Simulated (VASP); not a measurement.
# Ti6O in VASP: further runs

Runs on Ti6O. Level: PBEsol. Tasks: single point.

Everything below comes from runs of VASP 6.6.1. Logs are shortened: lines on timing, memory, paths and dates and some standing lists are left out, and cuts for length are marked.

### 1 The cell of the first run

The cell holds a slab with vacuum, 7 atoms: a = 2.900 Å, b = 4.591 Å, c = 21.206 Å, α = 90.00°, β = 90.00°, γ = 90.00°.

### 2 Single point, PBEsol

Contents of INCAR:

```
ALGO = Normal ; DIPOL = 0.5 0.5 0.353
EDIFF = 1E-6 ; ENCUT = 1000
GGA = PS ; GGA_COMPAT = F
IDIPOL = 3 ; ISIF = 2
ISMEAR = 0 ; LASPH = T
LCHARG = F ; LDIPOL = T
LREAL = F ; LWAVE = F
NBANDS = 48 ; NELM = 120
NELMDL = -8 ; PREC = Accurate
SIGMA = 0.1
```

Contents of KPOINTS:

```
k-points
0
Gamma
  9 6 1
```

Contents of POSCAR:

```
Ti6O
1.0
    2.8999670177      0.0000000000      0.0000000000
    0.0000000000      4.5905806278      0.0000000000
    0.0000000000      0.0000000000     21.2062529549
Ti O
6 1
Direct
    0.0000000000      0.7500000000      0.1886236106
    0.5000000000      0.2500000000      0.2281000977
    0.5000000000      0.7500000000      0.3070530716
    0.0000000000      0.2500000000      0.3454090437
    0.0000000000      0.7500000000      0.4205530428
    0.5000000000      0.2500000000      0.4577071195
    0.5000000000      0.4500000000      0.5213297665
```

Potentials or basis: VASP PAW PBE potentials, release 64 (Ti_sv, O_h).

Command:

```
$ cat potpaw_PBE.64/Ti_sv/POTCAR potpaw_PBE.64/O_h/POTCAR > POTCAR
$ mpirun -np 1 vasp_std > vasp.out
```

OUTCAR:

```text
EDIFF = 1E-6
   ENCUT = 1000
   GGA = PS
   ISIF = 2
   ISMEAR = 0
   LASPH = T
   LREAL = F
   NELM = 120
   NELMDL = -8
   PREC = Accurate

 ion  position               nearest neighbor table
   1  0.000  0.750  0.189-   2 2.84   2 2.84   2 2.84   2 2.84   3 2.90   3 2.90
   2  0.500  0.250  0.228-   3 2.84   3 2.84   1 2.84   1 2.84   1 2.84   1 2.84   4 2.88   4 2.88

   3  0.500  0.750  0.307-   5 2.81   5 2.81   4 2.83   4 2.83   4 2.83   4 2.83   2 2.84   2 2.84
                             1 2.90   1 2.90
   4  0.000  0.250  0.345-   6 2.79   6 2.79   5 2.79   5 2.79   3 2.83   3 2.83   3 2.83   3 2.83
                             2 2.88   2 2.88
   5  0.000  0.750  0.421-   4 2.79   4 2.79   3 2.81   3 2.81   6 2.83   6 2.83   6 2.83   6 2.83

   6  0.500  0.250  0.458-   7 1.63   4 2.79   4 2.79   5 2.83   5 2.83   5 2.83   5 2.83
   7  0.500  0.450  0.521-   6 1.63

  LATTYP: Found a simple orthorhombic cell.
 ALAT       =     2.8999670177
 B/A-ratio  =     1.5829768407
 C/A-ratio  =     7.3125841865

  Lattice vectors:

 A1 = (   2.8999670177,   0.0000000000,   0.0000000000)
 A2 = (   0.0000000000,   4.5905806278,   0.0000000000)
 A3 = (   0.0000000000,   0.0000000000,  21.2062529549)

Analysis of symmetry for initial positions (statically):
=====================================================================
 Subroutine PRICEL returns:
 Original cell was already a primitive cell.

 Routine SETGRP: Setting up the symmetry group for a
 simple orthorhombic supercell.

 Subroutine GETGRP returns: Found  2 space group operations
 (whereof  2 operations were pure point group operations)
 out of a pool of  8 trial point group operations.

The static configuration has the point symmetry C_1h.

Analysis of symmetry for dynamics (positions and initial velocities):
=====================================================================
 Subroutine PRICEL returns:
 Original cell was already a primitive cell.

 Routine SETGRP: Setting up the symmetry group for a
 simple orthorhombic supercell.

 Subroutine GETGRP returns: Found  2 space group operations
 (whereof  2 operations were pure point group operations)
 out of a pool of  8 trial point group operations.

The dynamic configuration has the point symmetry C_1h.

 Subroutine INISYM returns: Found  2 space group operations
 (whereof  2 operations are pure point group operations),
 and found     1 'primitive' translations

----------------------------------------------------------------------------------------

                                     Primitive cell

  volume of cell :     282.3089

  direct lattice vectors                    reciprocal lattice vectors
     2.899967018  0.000000000  0.000000000     0.344831508  0.000000000  0.000000000
     0.000000000  4.590580628  0.000000000     0.000000000  0.217837368  0.000000000
     0.000000000  0.000000000 21.206252955     0.000000000  0.000000000  0.047155903

  length of vectors
     2.899967018  4.590580628 21.206252955     0.344831508  0.217837368  0.047155903

  position of ions in fractional coordinates (direct lattice)
     0.000000000  0.750000000  0.188623611
     0.500000000  0.250000000  0.228100098
     0.500000000  0.750000000  0.307053072
     0.000000000  0.250000000  0.345409044
     0.000000000  0.750000000  0.420553043
     0.500000000  0.250000000  0.457707120
     0.500000000  0.450000000  0.521329767

  ion indices of the primitive-cell ions
   primitive index   ion index
                 1           1
                 2           2
                 3           3
                 4           4
                 5           5
                 6           6
                 7           7

----------------------------------------------------------------------------------------

 KPOINTS: k-points

Automatic generation of k-mesh.
 Grid dimensions read from file:
 generate k-points for:    9    6    1

 Generating k-lattice:

  Cartesian coordinates                     Fractional coordinates (reciprocal lattice)
     0.038314612  0.000000000  0.000000000     0.111111111  0.000000000  0.000000000
     0.000000000  0.036306228  0.000000000     0.000000000  0.166666667  0.000000000
     0.000000000  0.000000000  0.047155903     0.000000000  0.000000000  1.000000000

  Length of vectors
     0.038314612  0.036306228  0.047155903

  Shift w.r.t. Gamma in fractional coordinates (k-lattice)
     0.000000000  0.000000000  0.000000000

 Subroutine IBZKPT returns following result:
 ===========================================

 Found     20 irreducible k-points:

 Following reciprocal coordinates:
            Coordinates               Weight
  0.000000  0.000000  0.000000      1.000000
  0.111111  0.000000  0.000000      2.000000
  0.222222  0.000000  0.000000      2.000000
  0.333333  0.000000  0.000000      2.000000
  0.444444  0.000000  0.000000      2.000000
  0.000000  0.166667  0.000000      2.000000
[... 12 lines left out ...]
  0.333333  0.500000  0.000000      2.000000
  0.444444  0.500000  0.000000      2.000000
   k-points           NKPTS =     20   k-points in BZ     NKDIM =     20   number of bands    NBANDS=     48
   number of dos      NEDOS =    301   number of ions     NIONS =      7
   total plane-waves  NPLWV = 322560
   dimension x,y,z NGX =    30 NGY =   48 NGZ =  224
   dimension x,y,z NGXF=    60 NGYF=   96 NGZF=  448
   ions per type =               6   1
   NGX,Y,Z   is equivalent  to a cutoff of  17.20, 17.38, 17.56 a.u.
   NGXF,Y,Z  is equivalent  to a cutoff of  34.40, 34.77, 35.12 a.u.
 SYSTEM =  unknown system
   PREC   = accura    normal or accurate (medium, high low for compatibility)
   ISTART =      0    job   : 0-new  1-cont  2-samecut
   ICHARG =      2    charge: 1-file 2-atom 10-const
   ISPIN  =      1    spin polarized calculation?
   LNONCOLLINEAR =      F non collinear calculations
   LSORBIT =      F    spin-orbit coupling
   LASPH  =      T    aspherical Exc in radial PAW
   ENCUT  = 1000.0 eV  73.50 Ry    8.57 a.u.   7.48 11.84 54.68*2*pi/ulx,y,z
   NELM   =    120;   NELMIN=  2; NELMDL= -8     # of ELM steps
   EDIFF  = 0.1E-05   stopping-criterion for ELM
   LREAL  =      F    real-space projection
   EDIFFG = 0.1E-04   stopping-criterion for IOM
   NSW    =      0    number of steps for IOM
   IBRION =     -1    ionic relax: 0-MD 1-quasi-New 2-CG
   NFREE  =      0    steps in history (QN), initial steepest desc. (CG)
   ISIF   =      2    stress and relaxation
   ISYM   =      2    0-nonsym 1-usesym 2-fastsym
   POTIM  = 0.5000    time-step for ionic-motion
   TEBEG  =    0.0;   TEEND  =   0.0 temperature during run
   PSTRESS=    0.0 pullay stress
   NELECT =      78.0000    total number of electrons
   NUPDOWN=      -1.0000    fix difference up-down
   EMIN   =  10.00;   EMAX   =-10.00  energy-range for DOS
   EFERMI =   0.00;   METHOD = LEGACY
   ISMEAR =     0;   SIGMA  =   0.10  broadening in eV -4-tet -1-fermi 0-gaus
   EFERMI_NEDOS =   21; number of points for ismear=-14 and -15
   IALGO  =     38    algorithm
   IMIX   =      4    mixing-type and parameters
     AMIX     =   0.40;   BMIX     =  1.00
     AMIX_MAG =   1.60;   BMIX_MAG =  1.00
  volume/ion in A,a.u.               =      40.33       272.16
  Fermi-wavevector in a.u.,A,eV,Ry     =   1.066264  2.014947 15.468727  1.136919
  Thomas-Fermi vector in A             =   2.201843
   LORBIT       =      0    0 simple, 1 ext, 2 COOP (PROOUT), +10 PAW based schemes
   GGA     = PS    functional components
   LHFCALC =     F    Hartree Fock is set to
   AEXX    =    0.0000 exact exchange contribution
   IVDW    =     0    specifies the selected vdW correction
   LEPSILON=     F    determine dielectric tensor
   LRPA    =     F    only Hartree local field effects (RPA)
 non-spin polarized calculation
 Gauss-broadening in eV      SIGMA  =   0.10
  energy-cutoff  :     1000.00
  volume of cell :      282.31
 maximum number of plane-waves:     20396
 NGX is ok and might be reduce to    30
   NGX = 15   NGY = 23   NGZ =109

 dipolmoment           0.000000      0.000000     -0.063835 electrons x Angstroem

 number of electron      77.9999998 magnetization

 dipolmoment           0.000000      0.000000      0.220122 electrons x Angstroem

 Free energy of the ion-electron system (eV)
  ---------------------------------------------------
  ext. energy  EPLUGINS =         0.00000000
  ---------------------------------------------------
  free energy    TOTEN  =       -54.71790916 eV

  energy without entropy =      -54.66402393  energy(sigma->0) =      -54.69096654

 E-fermi :  -0.0610     XC(G=0):  -5.3479

 val. band max:       -0.0677848233   @ k =   0.1111   0.0000   0.0000
 cond. band min:      -0.0473193608   @ k =   0.3333   0.3333   0.0000
 fundamental gap:      0.0204654625
 Fermi energy:        -0.0609932662

 k-point     1 :       0.0000    0.0000    0.0000
  band No.  band energies     occupation
      1     -56.8349      2.00000
      2     -56.6271      2.00000
      3     -56.5566      2.00000
      4     -56.5002      2.00000
      5     -56.4397      2.00000
      6     -56.2003      2.00000
[... 40 lines left out ...]
     47       1.1423      0.00000
     48       1.2552      0.00000

 k-point     2 :       0.1111    0.0000    0.0000
  band No.  band energies     occupation
      1     -56.8286      2.00000
      2     -56.6189      2.00000
      3     -56.5520      2.00000
      4     -56.4951      2.00000
      5     -56.4376      2.00000
      6     -56.1967      2.00000
[... 40 lines left out ...]
     47       1.1568      0.00000
     48       1.3246      0.00000

 k-point     3 :       0.2222    0.0000    0.0000
  band No.  band energies     occupation
      1     -56.8126      2.00000
      2     -56.5974      2.00000
      3     -56.5407      2.00000
      4     -56.4817      2.00000
      5     -56.4333      2.00000
      6     -56.1875      2.00000
[... 40 lines left out ...]
     47       1.1524      0.00000
     48       1.3166      0.00000

 k-point     4 :       0.3333    0.0000    0.0000
  band No.  band energies     occupation
      1     -56.7942      2.00000
      2     -56.5716      2.00000
      3     -56.5285      2.00000
      4     -56.4646      2.00000
      5     -56.4309      2.00000
      6     -56.1770      2.00000
[... 754 lines left out ...]
     47       1.1763      0.00000
     48       1.3748      0.00000

 k-point    19 :       0.3333    0.5000    0.0000
  band No.  band energies     occupation
      1     -56.7914      2.00000
      2     -56.5543      2.00000
      3     -56.5220      2.00000
      4     -56.4655      2.00000
      5     -56.4549      2.00000
      6     -56.1790      2.00000
[... 40 lines left out ...]
     47       1.3750      0.00000
     48       1.6060      0.00000

 k-point    20 :       0.4444    0.5000    0.0000
  band No.  band energies     occupation
      1     -56.7817      2.00000
      2     -56.5423      2.00000
      3     -56.5107      2.00000
      4     -56.4587      2.00000
      5     -56.4462      2.00000
      6     -56.1703      2.00000
[... 40 lines left out ...]
     47       1.6176      0.00000
     48       1.7748      0.00000

------------------------ aborting loop because EDIFF is reached ----------------------------------------

 vacuum level on the upper side and lower side of the slab       (xc-potential included)         1.348        -1.574

  FORCE on cell =-STRESS in cart. coord.  units (eV):
  Direction    XX          YY          ZZ          XY          YZ          ZX
  --------------------------------------------------------------------------------------
  -------------------------------------------------------------------------------------
  Total        0.5252575      2.1103356     -0.7294062      0.0000000      2.2324835      0.0000000
  in kB        2.9809743     11.9767090     -4.1395719      0.0000000     12.6699303      0.0000000
  external PRESSURE =       3.6060372 kB  Pullay stress =       0.0000000 kB

 VOLUME and BASIS-vectors are now :
 -----------------------------------------------------------------------------
  energy-cutoff  :     1000.00
  volume of cell :      282.31
      direct lattice vectors                 reciprocal lattice vectors
     2.899967018  0.000000000  0.000000000     0.344831508  0.000000000  0.000000000
     0.000000000  4.590580628  0.000000000     0.000000000  0.217837368  0.000000000
     0.000000000  0.000000000 21.206252955     0.000000000  0.000000000  0.047155903

 POSITION                                       TOTAL-FORCE (eV/Angst)
 -----------------------------------------------------------------------------------
      0.00000      3.44294      4.00000         0.000000      0.042593      0.315168
      1.44998      1.14765      4.83715         0.000000     -0.050705      0.111050
      1.44998      3.44294      6.51145         0.000000      0.081108     -0.121014
      0.00000      1.14765      7.32483         0.000000     -0.116941     -0.474761
      0.00000      3.44294      8.91835         0.000000     -0.371182      0.145759
      1.44998      1.14765      9.70625         0.000000     -1.006084     -0.107079
      1.44998      2.06576     11.05545         0.000000      1.421211      0.130876
 -----------------------------------------------------------------------------------
    total drift:                                0.000000     -0.000062     -0.000202

  FREE ENERGIE OF THE ION-ELECTRON SYSTEM (eV)
  ---------------------------------------------------
  free  energy   TOTEN  =       -54.7179091563 eV

  energy  without entropy=      -54.6640239258  energy(sigma->0) =      -54.69096654

 vacuum level on the upper side and lower side of the slab         6.668         3.688
```

Wall time 32 min (1 thread of Intel Xeon Platinum 8559C (Emerald Rapids), shared host); peak memory 0.97 GiB.

Results:

```
Free energy            : -54.7179 eV
Largest force          : 1.427 eV/Å
Band gap on the k mesh : zero (bands 39 and 40 overlap by 0.49 eV)
```

Forces on the atoms (eV/Å):
```
Ti   0.000  0.043  0.315
Ti   0.000 -0.051  0.111
Ti   0.000  0.081 -0.121
Ti   0.000 -0.117 -0.475
Ti   0.000 -0.371  0.146
Ti   0.000 -1.006 -0.107
O    0.000  1.421  0.131
```

Caveat: the PAW data sets were made with another functional, which shifts forces and pressure a little.

### 3 Single point, PBEsol

Contents of INCAR:

```
  ALGO = Normal
  DIPOL = 0.5 0.5 0.349
  EDIFF = 1E-6
  ENCUT = 1000
  GGA = PS
  GGA_COMPAT = F
  IDIPOL = 3
  ISIF = 2
  ISMEAR = 0
  LASPH = T
  LCHARG = F
  LDIPOL = T
  LREAL = F
  LWAVE = F
  NBANDS = 48
  NELM = 120
  NELMDL = -8
  PREC = Accurate
  SIGMA = 0.1
```

KPOINTS is that of step 2.

Changes to POSCAR since step 2:

```diff
@@ -14,2 +14,2 @@
     0.5000000000      0.2500000000      0.4577071195
-    0.5000000000      0.4500000000      0.5213297665
+    0.8333333333      0.7500000000      0.4987966389
```

Potentials or basis: VASP PAW PBE potentials, release 64 (Ti_sv, O_h).

Command:

```
$ cat potpaw_PBE.64/Ti_sv/POTCAR potpaw_PBE.64/O_h/POTCAR > POTCAR
$ mpirun -np 1 vasp_std > vasp.out
```

Run time: 21 min. Hardware: 1 thread of Intel Xeon 6975P-C (Granite Rapids), shared host; peak memory 0.99 GiB.

It converged, with:

```
Free energy            : -55.1196 eV
Largest force          : 0.804 eV/Å
Band gap on the k mesh : zero (bands 39 and 40 overlap by 0.49 eV)
```

Forces on the atoms (eV/Å):
```
Ti   0.018  0.000  0.383
Ti  -0.045  0.000  0.044
Ti   0.019  0.000 -0.804
Ti  -0.101  0.000  0.136
Ti   0.407  0.000  0.161
Ti   0.492  0.000  0.027
O   -0.790  0.000  0.053
```

Levels at points of the mesh, in eV from the Fermi level:
```
           k point  band 35  band 36  band 37  band 38  band 39  band 40  band 41  band 42  band 43  band 44
(0.00, 0.00, 0.00)    -1.29    -0.56    -0.49    -0.06     0.19     0.44     0.53     0.73     0.85     0.92
(0.00, 0.50, 0.00)    -0.77    -0.64    -0.53    -0.16     0.08     0.17     0.32     0.43     0.69     0.72
```

Caveat: the PAW data sets were made with another functional, which shifts forces and pressure a little.

The gap in the log of VASP goes by the Fermi energy; the results here count the filled bands.